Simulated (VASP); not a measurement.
Sc5Al, 6 atoms in the cell. It takes space group P4/mmm (No. 123, tetragonal). The conventional cell has a = 3.147 Å, b = 3.147 Å, c = 12.673 Å, α = 90.00°, β = 90.00°, γ = 90.00°. Within 3.8 Å of Sc (site symmetry 4mm) lie 4 Al at 2.90 Å and 9 Sc at 3.15 to 3.70 Å. Within 4.2 Å of Sc (site symmetry 4mm) lie 12 Sc at 3.15 to 3.17 Å and 1 Al at 4.11 Å. Sc (site symmetry 4/mmm) has 12 Sc at 3.15 Å within 4.1 Å. Within 3.8 Å of Al (site symmetry 4/mmm) lie 8 Sc at 2.90 Å and 4 Al at 3.15 Å. 

```yaml
Program: VASP 6.6.1
Task: single point
Functional: PBE
Potentials_or_basis: VASP PAW PBE potentials, release 64 (Sc_sv, Al)
Cutoff: 520 eV
k_mesh: 12 × 12 × 4
Occupations: gaussian, width 0.1 eV
Spin: no spin polarisation
Dipole_correction: no
Further_INCAR_settings: ALGO = Fast; EDIFF = 1e-06; NBANDS = 38
```

Potentials or basis: VASP PAW PBE potentials, release 64 (Sc_sv, Al).

Run with:

```console
$ cat potpaw_PBE.64/Sc_sv/POTCAR potpaw_PBE.64/Al/POTCAR > POTCAR
$ mpirun -np 1 vasp_std > vasp.out
```

Hardware: 1 thread of Intel(R) Xeon(R) Platinum 8259CL CPU @ 2.50GHz (Skylake/Cascade Lake) (shared host).

Problem. How long does it take, and how much memory?

Solution. It took 12 min on 1 thread of Intel(R) Xeon(R) Platinum 8259CL CPU @ 2.50GHz (Skylake/Cascade Lake), with other jobs on the host, peak memory 0.44 GiB. Counts: scf iterations 19, k points 84.
